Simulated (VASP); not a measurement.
# Al16Cu in VASP: notebook

Runs on Al16Cu. Level: PBE+D3(BJ). Tasks: single point.

Program: VASP 6.6.1. These are calculated values, not measurements. Logs are shortened: lines on timing, memory, paths and dates and some standing lists are left out, and cuts for length are marked.

## Step 1: The cell of the first run

The cell holds a slab with vacuum, 17 atoms: a = 5.632 Å, b = 7.965 Å, c = 21.229 Å, α = 90.00°, β = 90.00°, γ = 90.00°.

## Step 2: Single point, PBE+D3(BJ)

Contents of INCAR:

```
SYSTEM = Al16Cu
PREC = Accurate
ENCUT = 520
EDIFF = 1E-6
ISMEAR = 0
SIGMA = 0.1
LREAL = Auto
LASPH = .TRUE.
NELM = 80
ALGO = Normal
ISIF = 2
LWAVE = .FALSE.
LCHARG = .FALSE.
LDIPOL = .TRUE.
IDIPOL = 3
DIPOL = 0.5 0.5 0.303
GGA = PE
IVDW = 12
NBANDS = 44
```

Contents of KPOINTS:

```
Automatic mesh
0
G
  5 4 1
  0 0 0
```

Contents of POSCAR:

```
Al16Cu
1.0
    5.6324246412      0.0000000000      0.0000000000
    0.0000000000      7.9654513166      0.0000000000
    0.0000000000      0.0000000000     21.2293510975
Al Cu
16 1
Direct
    0.2500000000      0.2500000000      0.1884183827
    0.2500000000      0.7500000000      0.1884183827
    0.7500000000      0.2500000000      0.1884183827
    0.7500000000      0.7500000000      0.1884183827
    0.0000000000      0.0000000000      0.2547466541
    0.0000000000      0.5000000000      0.2547466541
    0.5000000000      0.0000000000      0.2547466541
    0.5000000000      0.5000000000      0.2547466541
    0.2500000000      0.2500000000      0.3240951258
    0.2500000000      0.7500000000      0.3240951258
    0.7500000000      0.2500000000      0.3240951258
    0.7500000000      0.7500000000      0.3240951258
    0.0000000000      0.0000000000      0.3876402562
    0.0000000000      0.5000000000      0.3876402562
    0.5000000000      0.0000000000      0.3876402562
    0.5000000000      0.5000000000      0.3876402562
    0.2500000000      0.2500000000      0.5289540432
```

Potentials or basis: VASP PAW PBE potentials, release 64 (Al, Cu).

Run with:

```bash
$ cat potpaw_PBE.64/Al/POTCAR potpaw_PBE.64/Cu/POTCAR > POTCAR
$ mpirun -np 1 vasp_std > vasp.out
```

OUTCAR:

```text
SYSTEM = Al16Cu
   PREC = Accurate
   ENCUT = 520
   EDIFF = 1E-6
   ISMEAR = 0
   LREAL = Auto
   LASPH = .TRUE.
   NELM = 80
   ISIF = 2
   GGA = PE
   IVDW = 12
 IVDW          = 12

 ion  position               nearest neighbor table
   1  0.250  0.250  0.188-   3 2.82   3 2.82   6 2.82   7 2.82   8 2.82   5 2.82   9 2.88
   2  0.250  0.750  0.188-   4 2.82   4 2.82   6 2.82   7 2.82   8 2.82   5 2.82  10 2.88
   3  0.750  0.250  0.188-   1 2.82   1 2.82   6 2.82   7 2.82   8 2.82   5 2.82  11 2.88
   4  0.750  0.750  0.188-   2 2.82   2 2.82   6 2.82   7 2.82   8 2.82   5 2.82  12 2.88
   5  0.000  0.000  0.255-   7 2.82   7 2.82   3 2.82   4 2.82   1 2.82   2 2.82  13 2.82  11 2.85
                            12 2.85   9 2.85  10 2.85
   6  0.000  0.500  0.255-   8 2.82   8 2.82   3 2.82   4 2.82   1 2.82   2 2.82  14 2.82  11 2.85
                            12 2.85   9 2.85  10 2.85
   7  0.500  0.000  0.255-   5 2.82   5 2.82   3 2.82   4 2.82   1 2.82   2 2.82  15 2.82  11 2.85
                            12 2.85   9 2.85  10 2.85
   8  0.500  0.500  0.255-   6 2.82   6 2.82   3 2.82   4 2.82   1 2.82   2 2.82  16 2.82  11 2.85
                            12 2.85   9 2.85  10 2.85
   9  0.250  0.250  0.324-  13 2.79  14 2.79  15 2.79  16 2.79  11 2.82  11 2.82   7 2.85   8 2.85
                             5 2.85   6 2.85   1 2.88
  10  0.250  0.750  0.324-  13 2.79  14 2.79  15 2.79  16 2.79  12 2.82  12 2.82   7 2.85   8 2.85
                             5 2.85   6 2.85   2 2.88
  11  0.750  0.250  0.324-  13 2.79  14 2.79  15 2.79  16 2.79   9 2.82   9 2.82   7 2.85   8 2.85
                             5 2.85   6 2.85   3 2.88
  12  0.750  0.750  0.324-  13 2.79  14 2.79  15 2.79  16 2.79  10 2.82  10 2.82   7 2.85   8 2.85
                             5 2.85   6 2.85   4 2.88
  13  0.000  0.000  0.388-   9 2.79  10 2.79  11 2.79  12 2.79  15 2.82  15 2.82   5 2.82
  14  0.000  0.500  0.388-   9 2.79  10 2.79  11 2.79  12 2.79  16 2.82  16 2.82   6 2.82
  15  0.500  0.000  0.388-   9 2.79  10 2.79  11 2.79  12 2.79  13 2.82  13 2.82   7 2.82
  16  0.500  0.500  0.388-   9 2.79  10 2.79  11 2.79  12 2.79  14 2.82  14 2.82   8 2.82
  17  0.250  0.250  0.529-

  LATTYP: Found a simple orthorhombic cell.
 ALAT       =     5.6324246412
 B/A-ratio  =     1.4142135624
 C/A-ratio  =     3.7691318482

  Lattice vectors:

 A1 = (   5.6324246412,   0.0000000000,   0.0000000000)
 A2 = (   0.0000000000,   7.9654513166,   0.0000000000)
 A3 = (   0.0000000000,   0.0000000000,  21.2293510975)

Analysis of symmetry for initial positions (statically):
=====================================================================
 Subroutine PRICEL returns:
 Original cell was already a primitive cell.

 Routine SETGRP: Setting up the symmetry group for a
 simple orthorhombic supercell.

 Subroutine GETGRP returns: Found  4 space group operations
 (whereof  1 operations were pure point group operations)
 out of a pool of  8 trial point group operations.

The static configuration has the point symmetry C_1 .
 The point group associated with its full space group is C_2v.

Analysis of symmetry for dynamics (positions and initial velocities):
=====================================================================
 Subroutine PRICEL returns:
 Original cell was already a primitive cell.

 Routine SETGRP: Setting up the symmetry group for a
 simple orthorhombic supercell.

 Subroutine GETGRP returns: Found  4 space group operations
 (whereof  1 operations were pure point group operations)
 out of a pool of  8 trial point group operations.

The dynamic configuration has the point symmetry C_1 .
 The point group associated with its full space group is C_2v.

 Subroutine INISYM returns: Found  4 space group operations
 (whereof  1 operations are pure point group operations),
 and found     1 'primitive' translations

----------------------------------------------------------------------------------------

                                     Primitive cell

  volume of cell :     952.4507

  direct lattice vectors                    reciprocal lattice vectors
     5.632424641  0.000000000  0.000000000     0.177543432  0.000000000  0.000000000
     0.000000000  7.965451317  0.000000000     0.000000000  0.125542165  0.000000000
     0.000000000  0.000000000 21.229351098     0.000000000  0.000000000  0.047104596

  length of vectors
     5.632424641  7.965451317 21.229351098     0.177543432  0.125542165  0.047104596

  position of ions in fractional coordinates (direct lattice)
     0.250000000  0.250000000  0.188418383
     0.250000000  0.750000000  0.188418383
     0.750000000  0.250000000  0.188418383
     0.750000000  0.750000000  0.188418383
     0.000000000  0.000000000  0.254746654
[... 46 lines left out ...]
     0.000000000  0.000000000  0.047104596     0.000000000  0.000000000  1.000000000

  Length of vectors
     0.035508686  0.031385541  0.047104596

  Shift w.r.t. Gamma in fractional coordinates (k-lattice)
     0.000000000  0.000000000  0.000000000

 Subroutine IBZKPT returns following result:
 ===========================================

 Found      9 irreducible k-points:

 Following reciprocal coordinates:
            Coordinates               Weight
  0.000000  0.000000  0.000000      1.000000
  0.200000  0.000000  0.000000      2.000000
  0.400000  0.000000  0.000000      2.000000
  0.000000  0.250000  0.000000      2.000000
  0.200000  0.250000  0.000000      4.000000
  0.400000  0.250000  0.000000      4.000000
  0.000000  0.500000  0.000000      1.000000
  0.200000  0.500000  0.000000      2.000000
  0.400000  0.500000  0.000000      2.000000
   k-points           NKPTS =      9   k-points in BZ     NKDIM =      9   number of bands    NBANDS=     44
   number of dos      NEDOS =    301   number of ions     NIONS =     17
   total plane-waves  NPLWV = 403200
   dimension x,y,z NGX =    42 NGY =   60 NGZ =  160
   dimension x,y,z NGXF=    84 NGYF=  120 NGZF=  320
   ions per type =              16   1
   NGX,Y,Z   is equivalent  to a cutoff of  12.40, 12.52, 12.53 a.u.
   NGXF,Y,Z  is equivalent  to a cutoff of  24.79, 25.05, 25.06 a.u.
 SYSTEM =  Al16Cu
   PREC   = accura    normal or accurate (medium, high low for compatibility)
   ISTART =      0    job   : 0-new  1-cont  2-samecut
   ICHARG =      2    charge: 1-file 2-atom 10-const
   ISPIN  =      1    spin polarized calculation?
   LNONCOLLINEAR =      F non collinear calculations
   LSORBIT =      F    spin-orbit coupling
   LASPH  =      T    aspherical Exc in radial PAW
   ENCUT  =  520.0 eV  38.22 Ry    6.18 a.u.  10.47 14.81 39.47*2*pi/ulx,y,z
   NELM   =     80;   NELMIN=  2; NELMDL= -5     # of ELM steps
   EDIFF  = 0.1E-05   stopping-criterion for ELM
   LREAL  =      T    real-space projection
   EDIFFG = 0.1E-04   stopping-criterion for IOM
   NSW    =      0    number of steps for IOM
[... 5 lines left out ...]
   TEBEG  =    0.0;   TEEND  =   0.0 temperature during run
   PSTRESS=    0.0 pullay stress
   NELECT =      59.0000    total number of electrons
   NUPDOWN=      -1.0000    fix difference up-down
   EMIN   =  10.00;   EMAX   =-10.00  energy-range for DOS
   EFERMI =   0.00;   METHOD = LEGACY
   ISMEAR =     0;   SIGMA  =   0.10  broadening in eV -4-tet -1-fermi 0-gaus
   EFERMI_NEDOS =   21; number of points for ismear=-14 and -15
   IALGO  =     38    algorithm
   IMIX   =      4    mixing-type and parameters
     AMIX     =   0.40;   BMIX     =  1.00
     AMIX_MAG =   1.60;   BMIX_MAG =  1.00
  volume/ion in A,a.u.               =      56.03       378.09
  Fermi-wavevector in a.u.,A,eV,Ry     =   0.647756  1.224081  5.708836  0.419588
  Thomas-Fermi vector in A             =   1.716167
   LORBIT       =      0    0 simple, 1 ext, 2 COOP (PROOUT), +10 PAW based schemes
   GGA     = PE    functional components
   LHFCALC =     F    Hartree Fock is set to
   AEXX    =    0.0000 exact exchange contribution
   IVDW    =    12    specifies the selected vdW correction
   LEPSILON=     F    determine dielectric tensor
   LRPA    =     F    only Hartree local field effects (RPA)
 non-spin polarized calculation
 Gauss-broadening in eV      SIGMA  =   0.10
  energy-cutoff  :      520.00
  volume of cell :      952.45
 maximum number of plane-waves:     25710
 NGX is ok and might be reduce to    42
   NGX = 21   NGY = 29   NGZ = 79

 dipolmoment           0.000000      0.000000     -0.000110 electrons x Angstroem

 number of electron      59.0000014 magnetization

 dipolmoment           0.000000      0.000000      0.092942 electrons x Angstroem

 Free energy of the ion-electron system (eV)
  ---------------------------------------------------
  ext. energy  EPLUGINS =         0.00000000
  ---------------------------------------------------
  free energy    TOTEN  =       -55.71295519 eV

  energy without entropy =      -55.64285163  energy(sigma->0) =      -55.67790341

 E-fermi :  -0.6360     XC(G=0):  -4.1213

 val. band max:       -0.6369240216   @ k =   0.0000   0.0000   0.0000
 cond. band min:      -0.6338471654   @ k =   0.0000   0.2500   0.0000
 fundamental gap:      0.0030768562
 Fermi energy:        -0.6359916477

 k-point     1 :       0.0000    0.0000    0.0000
  band No.  band energies     occupation
      1     -11.0879      2.00000
      2      -8.8352      2.00000
      3      -8.7815      2.00000
      4      -8.6388      2.00000
      5      -6.5458      2.00000
      6      -6.5162      2.00000
[... 385 lines left out ...]
     40       1.8299      0.00000
     41       1.9796      0.00000
 [bands above 41 left out]

------------------------ aborting loop because EDIFF is reached ----------------------------------------

 vacuum level on the upper side and lower side of the slab       (xc-potential included)         0.125        -0.188

 Edisp (eV)   -3.58034

 E8    (eV) :    -1.6739

  FORCE on cell =-STRESS in cart. coord.  units (eV):
  Direction    XX          YY          ZZ          XY          YZ          ZX
  --------------------------------------------------------------------------------------
  -------------------------------------------------------------------------------------
  Total     -12.35532    -4.19831    -4.01066     0.00000     0.00000     0.00000
  in kB     -20.78366    -7.06225    -6.74659     0.00000     0.00000     0.00000
  external pressure =      -11.53 kB  Pullay stress =        0.00 kB

 VOLUME and BASIS-vectors are now :
 -----------------------------------------------------------------------------
  energy-cutoff  :      520.00
  volume of cell :      952.45
      direct lattice vectors                 reciprocal lattice vectors
     5.632424641  0.000000000  0.000000000     0.177543432  0.000000000  0.000000000
     0.000000000  7.965451317  0.000000000     0.000000000  0.125542165  0.000000000
     0.000000000  0.000000000 21.229351098     0.000000000  0.000000000  0.047104596

 POSITION                                       TOTAL-FORCE (eV/Angst)
 -----------------------------------------------------------------------------------
      1.40811      1.99136      4.00000         0.000000      0.000000      0.166364
      1.40811      5.97409      4.00000         0.000000      0.000000      0.149401
      4.22432      1.99136      4.00000         0.000000      0.000000      0.181959
      4.22432      5.97409      4.00000         0.000000      0.000000      0.126767
      0.00000      0.00000      5.40811        -0.064797     -0.019236     -0.120446
      0.00000      3.98273      5.40811        -0.064797      0.019236     -0.120446
[... 9 lines left out ...]
      2.81621      3.98273      8.22935        -0.036294     -0.123816      0.237899
      1.40811      1.99136     11.22935         0.000000      0.000000     -0.949855
 -----------------------------------------------------------------------------------
    total drift:                                0.000000      0.000000     -0.004307

  FREE ENERGIE OF THE ION-ELECTRON SYSTEM (eV)
  ---------------------------------------------------
  free  energy   TOTEN  =       -59.2932910961 eV

  energy  without entropy=      -59.2231875401  energy(sigma->0) =      -59.25823932

 vacuum level on the upper side and lower side of the slab         3.721         3.417
```

Wall time 17 min (1 thread of Intel Xeon 6975P-C (Granite Rapids), shared host); peak memory 0.89 GiB.

Results:

* Free energy: -59.2933 eV
* Largest force: 0.950 eV/Å
* Band gap on the k mesh: zero (an odd number of electrons rules out a gap without spin polarisation)
* Dispersion energy per atom: -0.211 eV

Forces in eV/Å, atoms in the order of the input:
```
Al   0.000  0.000  0.166
Al   0.000  0.000  0.149
Al   0.000  0.000  0.182
Al   0.000  0.000  0.127
Al  -0.065 -0.019 -0.120
Al  -0.065  0.019 -0.120
Al   0.065 -0.019 -0.120
Al   0.065  0.019 -0.120
Al   0.000  0.000 -0.082
Al   0.000  0.000  0.041
Al   0.000  0.000 -0.034
Al   0.000  0.000 -0.070
Al   0.036  0.124  0.238
Al   0.036 -0.124  0.238
Al  -0.036  0.124  0.238
Al  -0.036 -0.124  0.238
Cu   0.000  0.000 -0.950
```

[end of part 1 of 2]

The gap in the log of VASP goes by the Fermi energy; the results here count the filled bands.